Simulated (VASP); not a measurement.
# Be2C3 (Immm) in VASP: a series of runs

The runs below take Be2C3 through single point, relaxation of cell and atoms, with PBE.

Program: VASP 6.6.1. These are calculated values, not measurements. Logs are shortened: lines on timing, memory, paths and dates and some standing lists are left out, and cuts for length are marked.

### Step 1. The cell of the first run

Symmetry: Immm, No. 71, orthorhombic system. Conventional cell: a = 3.340 Å, b = 5.785 Å, c = 6.366 Å, α = 90.00°, β = 90.00°, γ = 90.00°. Within 1.6 Å of Be (site symmetry m2m) lie 2 C at 1.19 Å. C (site symmetry 2mm) has 2 Be at 1.19 Å and 2 C at 1.64 to 1.70 Å within 1.7 Å. Within 2.7 Å of C (site symmetry mmm) lie 2 Be at 2.05 Å.

The cell was generated, and may not be a known phase.

### Step 2. Single point, PBE, collinear spin

Contents of INCAR:

```
SYSTEM = Be2C3
  PREC = Accurate
  ENCUT = 520
  EDIFF = 1E-6
  ISMEAR = 0
  SIGMA = 0.1
  LREAL = .FALSE.
  LASPH = .TRUE.
  NELM = 150
  ALGO = Normal
  ISIF = 2
  LWAVE = .FALSE.
  LCHARG = .FALSE.
  ISPIN = 2
  MAGMOM = 0 0 1 1 1
  LORBIT = 11
  GGA = PE
  NBANDS = 20
```

Contents of KPOINTS:

```
regular mesh
0
G
  6 6 6
  0 0 0
```

Contents of POSCAR:

```
Be2C3
1.0
   -1.6700601800      2.8924456800      3.1828070700
    1.6700601800     -2.8924456800      3.1828070700
    1.6700601800      2.8924456800     -3.1828070700
Be C
2 3
Direct
    0.1449310000      0.5000000000      0.6449310000
    0.8550690000      0.5000000000      0.3550690000
    0.0000000000      0.7539309000      0.7539309000
    0.0000000000      0.2460691000      0.2460691000
    0.5000000000      0.5000000000      0.0000000000
```

Potentials or basis: VASP PAW PBE potentials, release 64 (Be, C).

On the command line:

```bash
> cat potpaw_PBE.64/Be/POTCAR potpaw_PBE.64/C/POTCAR > POTCAR
> mpirun -np 1 vasp_std > vasp.out
```

OUTCAR:

```text
SYSTEM = Be2C3
   PREC = Accurate
   ENCUT = 520
   EDIFF = 1E-6
   ISMEAR = 0
   LREAL = .FALSE.
   LASPH = .TRUE.
   NELM = 150
   ISIF = 2
   ISPIN = 2
   LORBIT = 11
   GGA = PE

 ion  position               nearest neighbor table
   1  0.145  0.500  0.645-   3 1.19   4 1.19   2 1.68   5 2.05
   2  0.855  0.500  0.355-   3 1.19   4 1.19   1 1.68   5 2.05
   3  0.000  0.754  0.754-   1 1.19   2 1.19   4 1.64   4 1.70
   4  0.000  0.246  0.246-   1 1.19   2 1.19   3 1.64   3 1.70
   5  0.500  0.500  0.000-   1 2.05   2 2.05

  LATTYP: Found a body centered orthorhombic cell.
 ALAT       =     3.3401203600
 B/A-ratio  =     1.7319409891
 C/A-ratio  =     1.9058038196

  Lattice vectors:

 A1 = (  -1.6700601800,   2.8924456800,   3.1828070700)
 A2 = (   1.6700601800,  -2.8924456800,   3.1828070700)
 A3 = (   1.6700601800,   2.8924456800,  -3.1828070700)

Analysis of symmetry for initial positions (statically):
=====================================================================
 Subroutine PRICEL returns:
 Original cell was already a primitive cell.

 Routine SETGRP: Setting up the symmetry group for a
 body centered orthorhombic supercell.

 Subroutine GETGRP returns: Found  8 space group operations
 (whereof  8 operations were pure point group operations)
 out of a pool of  8 trial point group operations.

The static configuration has the point symmetry D_2h.

Analysis of symmetry for dynamics (positions and initial velocities):
=====================================================================
 Subroutine PRICEL returns:
 Original cell was already a primitive cell.

 Routine SETGRP: Setting up the symmetry group for a
 body centered orthorhombic supercell.

 Subroutine GETGRP returns: Found  8 space group operations
 (whereof  8 operations were pure point group operations)
 out of a pool of  8 trial point group operations.

The dynamic configuration has the point symmetry D_2h.

Analysis of structural, dynamic, and magnetic symmetry:
=====================================================================
 Subroutine PRICEL returns:
 Original cell was already a primitive cell.

 Routine SETGRP: Setting up the symmetry group for a
 body centered orthorhombic supercell.

 Subroutine GETGRP returns: Found  8 space group operations
 (whereof  8 operations were pure point group operations)
 out of a pool of  8 trial point group operations.

The overall configuration has the point symmetry D_2h.

 Subroutine INISYM returns: Found  8 space group operations
 (whereof  8 operations are pure point group operations),
 and found     1 'primitive' translations

----------------------------------------------------------------------------------------

                                     Primitive cell

  volume of cell :      61.4989

  direct lattice vectors                    reciprocal lattice vectors
    -1.670060180  2.892445680  3.182807070     0.000000000  0.172864093  0.157094033
     1.670060180 -2.892445680  3.182807070     0.299390409  0.000000000  0.157094033
     1.670060180  2.892445680 -3.182807070     0.299390409  0.172864093  0.000000000

  length of vectors
     4.613632393  4.613632393  4.613632393     0.233581956  0.338102281  0.345711746

  position of ions in fractional coordinates (direct lattice)
     0.144931000  0.500000000  0.644931000
     0.855069000  0.500000000  0.355069000
     0.000000000  0.753930900  0.753930900
     0.000000000  0.246069100  0.246069100
     0.500000000  0.500000000  0.000000000

  ion indices of the primitive-cell ions
   primitive index   ion index
                 1           1
                 2           2
                 3           3
                 4           4
                 5           5

----------------------------------------------------------------------------------------

 KPOINTS: regular mesh

Automatic generation of k-mesh.
 Grid dimensions read from file:
 generate k-points for:    6    6    6

 Generating k-lattice:

  Cartesian coordinates                     Fractional coordinates (reciprocal lattice)
     0.000000000  0.028810682  0.026182339     0.166666667  0.000000000 -0.000000000
     0.049898401  0.000000000  0.026182339     0.000000000  0.166666667 -0.000000000
     0.049898401  0.028810682  0.000000000     0.000000000  0.000000000  0.166666667

  Length of vectors
     0.038930326  0.056350380  0.057618624

  Shift w.r.t. Gamma in fractional coordinates (k-lattice)
     0.000000000  0.000000000  0.000000000

 Subroutine IBZKPT returns following result:
 ===========================================

 Found     46 irreducible k-points:

 Following reciprocal coordinates:
            Coordinates               Weight
  0.000000  0.000000  0.000000      1.000000
  0.166667 -0.000000  0.000000      4.000000
  0.333333 -0.000000  0.000000      4.000000
  0.500000  0.000000  0.000000      2.000000
  0.000000  0.166667  0.000000      4.000000
  0.166667  0.166667  0.000000      8.000000
[... 16 lines left out ...]
 -0.166667  0.166667  0.166667      2.000000
  0.166667  0.333333  0.166667      4.000000
 [... further k-points ...]
   k-points           NKPTS =     46   k-points in BZ     NKDIM =     46   number of bands    NBANDS=     20
   number of dos      NEDOS =    301   number of ions     NIONS =      5
   total plane-waves  NPLWV =  46656
   dimension x,y,z NGX =    36 NGY =   36 NGZ =   36
   dimension x,y,z NGXF=    72 NGYF=   72 NGZF=   72
   ions per type =               2   3
   NGX,Y,Z   is equivalent  to a cutoff of  12.97, 12.97, 12.97 a.u.
   NGXF,Y,Z  is equivalent  to a cutoff of  25.94, 25.94, 25.94 a.u.
 SYSTEM =  Be2C3
   PREC   = accura    normal or accurate (medium, high low for compatibility)
   ISTART =      0    job   : 0-new  1-cont  2-samecut
   ICHARG =      2    charge: 1-file 2-atom 10-const
   ISPIN  =      2    spin polarized calculation?
   LNONCOLLINEAR =      F non collinear calculations
   LSORBIT =      F    spin-orbit coupling
   LASPH  =      T    aspherical Exc in radial PAW
   ENCUT  =  520.0 eV  38.22 Ry    6.18 a.u.   8.58  8.58  8.58*2*pi/ulx,y,z
   NELM   =    150;   NELMIN=  2; NELMDL= -5     # of ELM steps
   EDIFF  = 0.1E-05   stopping-criterion for ELM
   LREAL  =      F    real-space projection
   EDIFFG = 0.1E-04   stopping-criterion for IOM
   NSW    =      0    number of steps for IOM
   IBRION =     -1    ionic relax: 0-MD 1-quasi-New 2-CG
   NFREE  =      0    steps in history (QN), initial steepest desc. (CG)
   ISIF   =      2    stress and relaxation
   ISYM   =      2    0-nonsym 1-usesym 2-fastsym
   POTIM  = 0.5000    time-step for ionic-motion
   TEBEG  =    0.0;   TEEND  =   0.0 temperature during run
   PSTRESS=    0.0 pullay stress
   NELECT =      16.0000    total number of electrons
   NUPDOWN=      -1.0000    fix difference up-down
   EMIN   =  10.00;   EMAX   =-10.00  energy-range for DOS
   EFERMI =   0.00;   METHOD = LEGACY
   ISMEAR =     0;   SIGMA  =   0.10  broadening in eV -4-tet -1-fermi 0-gaus
   EFERMI_NEDOS =   21; number of points for ismear=-14 and -15
   IALGO  =     38    algorithm
   IMIX   =      4    mixing-type and parameters
     AMIX     =   0.40;   BMIX     =  1.00
     AMIX_MAG =   1.60;   BMIX_MAG =  1.00
  volume/ion in A,a.u.               =      12.30        83.00
  Fermi-wavevector in a.u.,A,eV,Ry     =   1.045103  1.974958 14.860821  1.092240
  Thomas-Fermi vector in A             =   2.179884
   LORBIT       =     11    0 simple, 1 ext, 2 COOP (PROOUT), +10 PAW based schemes
   GGA     = PE    functional components
   LHFCALC =     F    Hartree Fock is set to
   AEXX    =    0.0000 exact exchange contribution
   IVDW    =     0    specifies the selected vdW correction
   LEPSILON=     F    determine dielectric tensor
   LRPA    =     F    only Hartree local field effects (RPA)
 spin polarized calculation
 Gauss-broadening in eV      SIGMA  =   0.10
  energy-cutoff  :      520.00
  volume of cell :       61.50
 maximum number of plane-waves:      1679
 NGX is ok and might be reduce to    36
   NGX = 17   NGY = 17   NGZ = 17

 number of electron      15.9999999 magnetization       0.0001136

 number of electron      15.9999999 magnetization      -0.0003778

 Free energy of the ion-electron system (eV)
  ---------------------------------------------------
  ext. energy  EPLUGINS =         0.00000000
  ---------------------------------------------------
  free energy    TOTEN  =        -7.13903986 eV

  energy without entropy =       -7.11327658  energy(sigma->0) =       -7.12615822

 E-fermi :   0.9006     XC(G=0):  -8.5040

 val. band max:        0.8991319998   @ k =  -0.1667   0.3333   0.0000
 cond. band min:       0.9023466722   @ k =   0.1667   0.3333   0.0000
 fundamental gap:      0.0032146724
 Fermi energy:         0.9006076908

 spin component 1

 k-point     1 :       0.0000    0.0000    0.0000
  band No.  band energies     occupation
      1     -13.9118      1.00000
      2      -8.3486      1.00000
      3      -6.3152      1.00000
      4      -4.6321      1.00000
      5      -4.2848      1.00000
      6      -2.7296      1.00000
[... 12 lines left out ...]
     19      15.4730      0.00000
     20      16.0315      0.00000

 k-point     2 :       0.1667   -0.0000    0.0000
  band No.  band energies     occupation
      1     -13.8996      1.00000
      2      -8.3095      1.00000
      3      -6.4288      1.00000
      4      -4.6402      1.00000
      5      -4.3173      1.00000
      6      -2.5938      1.00000
[... 12 lines left out ...]
     19      15.2581      0.00000
     20      16.3294      0.00000
[... 465 lines left out ...]
      3      -7.5660      1.00000
      4      -3.2609      1.00000
      5      -2.9897      1.00000
      6      -1.0591      1.00000
[... 12 lines left out ...]
     19      14.5605      0.00000
     20      16.0953      0.00000

 k-point    24 :       0.1667    0.3333    0.1667
  band No.  band energies     occupation
      1     -12.9152      1.00000
      2     -10.5821      1.00000
      3      -7.5047      1.00000
      4      -3.4662      1.00000
      5      -2.7881      1.00000
      6      -0.9628      1.00000
[... 12 lines left out ...]
     19      15.2595      0.00000
     20      15.5574      0.00000

 [... further k-points ...]

 spin component 2

 k-point     1 :       0.0000    0.0000    0.0000
  band No.  band energies     occupation
      1     -13.9118      1.00000
      2      -8.3490      1.00000
      3      -6.3153      1.00000
      4      -4.6320      1.00000
      5      -4.2848      1.00000
      6      -2.7296      1.00000
[... 12 lines left out ...]
     19      15.4727      0.00000
     20      16.0314      0.00000

 k-point     2 :       0.1667   -0.0000    0.0000
  band No.  band energies     occupation
      1     -13.8996      1.00000
      2      -8.3099      1.00000
      3      -6.4288      1.00000
      4      -4.6401      1.00000
      5      -4.3173      1.00000
      6      -2.5939      1.00000
[... 12 lines left out ...]
     19      15.2581      0.00000
     20      16.3292      0.00000
[... 465 lines left out ...]
      3      -7.5664      1.00000
      4      -3.2609      1.00000
      5      -2.9896      1.00000
      6      -1.0592      1.00000
[... 12 lines left out ...]
     19      14.5604      0.00000
     20      16.0951      0.00000

 k-point    24 :       0.1667    0.3333    0.1667
  band No.  band energies     occupation
      1     -12.9152      1.00000
      2     -10.5821      1.00000
      3      -7.5052      1.00000
      4      -3.4662      1.00000
      5      -2.7881      1.00000
      6      -0.9629      1.00000
[... 12 lines left out ...]
     19      15.2592      0.00000
     20      15.5573      0.00000

 [... further k-points ...]

------------------------ aborting loop because EDIFF is reached ----------------------------------------

  FORCE on cell =-STRESS in cart. coord.  units (eV):
  Direction    XX          YY          ZZ          XY          YZ          ZX
  --------------------------------------------------------------------------------------
  -------------------------------------------------------------------------------------
  Total       54.7777222     44.4651711     -1.7767343      0.0000000      0.0000000      0.0000000
  in kB     1427.0753787   1158.4116391    -46.2876817      0.0000000      0.0000000      0.0000000
  external PRESSURE =     846.3997787 kB  Pullay stress =       0.0000000 kB

 VOLUME and BASIS-vectors are now :
 -----------------------------------------------------------------------------
  energy-cutoff  :      520.00
  volume of cell :       61.50
      direct lattice vectors                 reciprocal lattice vectors
    -1.670060180  2.892445680  3.182807070     0.000000000  0.172864093  0.157094033
     1.670060180 -2.892445680  3.182807070     0.299390409  0.000000000  0.157094033
     1.670060180  2.892445680 -3.182807070     0.299390409  0.172864093  0.000000000

 POSITION                                       TOTAL-FORCE (eV/Angst)
 -----------------------------------------------------------------------------------
      1.67006      0.83841      0.00000         0.000000     31.905097      0.000000
      0.00000      2.05404      3.18281         0.000000    -31.905097     -0.000000
      2.51822      0.00000      0.00000        37.269659      0.000000      0.000000
      0.82190      0.00000      0.00000       -37.269659      0.000000     -0.000000
      0.00000      0.00000      3.18281         0.000000      0.000000      0.000000
 -----------------------------------------------------------------------------------
    total drift:                               -0.000000     -0.000000     -0.000000

  FREE ENERGIE OF THE ION-ELECTRON SYSTEM (eV)
  ---------------------------------------------------
  free  energy   TOTEN  =        -7.1390398580 eV

  energy  without entropy=       -7.1132765792  energy(sigma->0) =       -7.12615822

 total charge

# of ion       s       p       d       tot
------------------------------------------
    1        0.799   2.243   0.000   3.042
    2        0.799   2.243   0.000   3.042
    3        1.073   1.768   0.000   2.840
    4        1.073   1.768   0.000   2.840
    5        0.991   1.045   0.000   2.036
--------------------------------------------------
tot          4.735   9.066   0.000  13.801

 magnetization (x)

# of ion       s       p       d       tot
------------------------------------------
    1        0.000  -0.000   0.000  -0.000
    2        0.000  -0.000   0.000  -0.000
    3       -0.000  -0.000   0.000  -0.000
    4       -0.000  -0.000   0.000  -0.000
    5       -0.000  -0.000   0.000  -0.000
--------------------------------------------------
tot         -0.000  -0.000   0.000  -0.000
```

Wall time 2.3 min (1 thread of AMD EPYC 9R45 (Zen 5), shared host); peak memory 0.25 GiB.

Results:

| Item | Value |
| --- | --- |
| Free energy | -7.1390 eV |
| Pressure | 84.6 GPa |
| Largest force | 37.270 eV/Å |
| Band gap on the k mesh | zero (filled and empty bands overlap) |
| Net moment | 0.00 μB per cell |
| Valence electrons inside the program's atomic spheres | Be 3.04; C 2.84, 2.04 (each value once) |

Forces on the atoms (eV/Å):
```
Be    0.000  31.905   0.000
Be    0.000 -31.905   0.000
C    37.270   0.000   0.000
C   -37.270   0.000   0.000
C     0.000   0.000   0.000
```

Stress tensor (GPa, compression positive):
```
142.71   0.00   0.00
  0.00 115.84   0.00
  0.00   0.00  -4.63
```

Caveat: atoms lie so close that the PAW spheres overlap strongly, which falsifies energies and pressures; the stress differs along the axes, from -5 to 143 GPa; forces of over 1 eV/Å act on the atoms, so gaps and moduli don't describe the material at rest.

### Step 3. Single point, PBE, collinear spin

This run uses another cell than the first one, of 16.49 Å³/atom.

Contents of INCAR:

```
PREC = Accurate
ENCUT = 520
EDIFF = 1E-6
ISMEAR = 0
SIGMA = 0.1
LREAL = F
LASPH = T
NELM = 150
ALGO = Normal
ISIF = 2
LWAVE = F
LCHARG = F
ISPIN = 2
MAGMOM = 0 0 1 1 1
LORBIT = 11
GGA = PE
NBANDS = 20
```

Contents of KPOINTS:

```
regular mesh
0
Gamma
  6 6 6
```

Contents of POSCAR:

```
Be2C3
1.0
   -2.0860506499      2.7087365283      3.6480783803
    2.0860506499     -2.7087365283      3.6480783803
    2.0860506499      2.7087365283     -3.6480783803
Be C
2 3
Direct
    0.1923061924      0.5000000000      0.6923061924
    0.8076938076      0.5000000000      0.3076938076
    0.0000000000      0.8504780050      0.8504780050
    0.0000000000      0.1495219950      0.1495219950
    0.5000000000      0.5000000000      0.0000000000
```

Potentials or basis: VASP PAW PBE potentials, release 64 (Be, C).

On the command line:

```bash
> cat potpaw_PBE.64/Be/POTCAR potpaw_PBE.64/C/POTCAR > POTCAR
> mpirun -np 1 vasp_std > vasp.out
```

Run time: 99 s. Hardware: 1 thread of AMD EPYC 9R45 (Zen 5), shared host; peak memory 0.3 GiB.

Results (log left out):

```yaml
Free_energy: -28.8721 eV
Pressure: 0.1 GPa
Largest_force: 0.064 eV/Å
Net_moment: 1.90 μB per cell
Site_moments: Be +0.04; C +0.05, +0.70 (each value once) μB
Valence_electrons_inside_the_program's_atomic_spheres: Be 1.22; C 2.59, 2.27 (each value once)
```

Forces on the atoms (eV/Å):
```
Be   0.000  0.012  0.000
Be   0.000 -0.012  0.000
C   -0.064  0.000  0.000
C    0.064  0.000  0.000
C    0.000  0.000  0.000
```

Stress tensor (GPa, compression positive):
```
 0.19  0.00  0.00
 0.00 -0.07  0.00
 0.00  0.00  0.27
```

Levels at points of the mesh, in eV from the Fermi level:
Spin up:
| k point | band 6 | band 7 | band 8 | band 9 | band 10 | band 11 | band 12 | band 13 |
| --- | --- | --- | --- | --- | --- | --- | --- | --- |
| (0.00, 0.00, 0.00) | -3.15 | -1.38 | -0.59 | 0.12 | 1.25 | 4.05 | 4.06 | 4.74 |
| (0.50, 0.00, 0.00) | -3.30 | -2.52 | -0.96 | -0.94 | 3.02 | 4.40 | 4.45 | 6.57 |
| (0.00, 0.50, 0.00) | -2.96 | -2.66 | -1.35 | -0.44 | 1.89 | 2.86 | 5.68 | 6.72 |
| (0.50, 0.50, 0.00) | -2.83 | -2.42 | -0.51 | 0.04 | 0.42 | 1.86 | 7.40 | 7.85 |
| (0.50, 0.50, 0.50) | -4.17 | -1.29 | -0.20 | 0.14 | 1.44 | 4.62 | 5.85 | 6.80 |
Spin down:
```tsv
k point	band 5	band 6	band 7	band 8	band 9	band 10
(0.00, 0.00, 0.00)	-4.04	-3.02	-0.91	1.47	1.58	2.51
(0.50, 0.00, 0.00)	-3.31	-3.08	-1.94	0.38	0.97	4.32
(0.00, 0.50, 0.00)	-3.64	-2.52	-2.41	-0.23	1.63	3.11
(0.50, 0.50, 0.00)	-3.63	-2.61	-1.83	0.61	1.50	2.07
(0.50, 0.50, 0.50)	-4.36	-3.86	-0.83	1.54	1.65	2.50
```

[end of part 1 of 2]

The gap in the log of VASP goes by the Fermi energy; the results here count the filled bands.